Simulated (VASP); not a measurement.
Set up this calculation in VASP 6.6.1, as the native input.

| Quantity | Value |
| --- | --- |
| Task | single point |
| Functional | r2SCAN |
| Potentials or basis | VASP PAW PBE potentials, release 64 (Sn_d, Se) |
| Cutoff | 520 eV |
| k mesh | 5 × 5 × 5 |
| Occupations | methfessel-paxton, width 0.15 eV |
| Spin | no spin polarisation |
| Dipole correction | no |
| Further INCAR settings | ALGO = Normal; EDIFF = 1e-06; NBANDS = 32 |

The system is Sn3Se.

```xyz
4
Lattice="4.6615 0.0000 0.0000 0.0000 4.6615 0.0000 0.0000 0.0000 4.6615" Properties=species:S:1:pos:R:3 pbc="T T T"
Sn    0.0000    2.3307    2.3307
Sn    2.3307    0.0000    2.3307
Sn    2.3307    2.3307    0.0000
Se    0.0000    0.0000    0.0000
```

These files were run (other wordings do the same):

POSCAR

```
Sn3Se
1.0
    4.6614926400      0.0000000000      0.0000000000
    0.0000000000      4.6614926400      0.0000000000
    0.0000000000      0.0000000000      4.6614926400
Sn Se
3 1
Direct
    0.0000000000      0.5000000000      0.5000000000
    0.5000000000      0.0000000000      0.5000000000
    0.5000000000      0.5000000000      0.0000000000
    0.0000000000      0.0000000000      0.0000000000
```

INCAR.step1

```
PREC = Accurate
ENCUT = 520
ISMEAR = 1
SIGMA = 0.15
LREAL = F
LASPH = T
NELM = 80
NBANDS = 32
GGA = PE
ALGO = Normal
EDIFF = 1E-4
LWAVE = T
LCHARG = F
```

INCAR.step2

```
PREC = Accurate
ENCUT = 520
EDIFF = 1E-6
ISMEAR = 1
SIGMA = 0.15
LREAL = F
LASPH = T
NELM = 80
ALGO = Normal
ISIF = 2
LWAVE = F
LCHARG = F
METAGGA = R2SCAN
LMIXTAU = T
NBANDS = 32
ISTART = 1
```

KPOINTS

```
Automatic mesh
0
Gamma
  5 5 5
```

Potentials or basis: VASP PAW PBE potentials, release 64 (Sn_d, Se).

Run with:

```bash
$ cat potpaw_PBE.64/Sn_d/POTCAR potpaw_PBE.64/Se/POTCAR > POTCAR
$ cp INCAR.step1 INCAR
$ mpirun -np 1 vasp_std > vasp.out
$ cp INCAR.step2 INCAR
$ mpirun -np 1 vasp_std > vasp.out
```

It gave:

* Pressure: 2.8 GPa
* Band gap on the k mesh: zero (band 24 reaches 9.01 eV, above the bottom of band 25 at 7.31 eV)

Caveat: the PAW data sets were made with another functional, which shifts forces and pressure a little; spin-orbit coupling is left out, which moves the levels of the heavy elements.

It used 76 s of CPU time on 1 thread of Intel Xeon 6975P-C, with other jobs on the host.
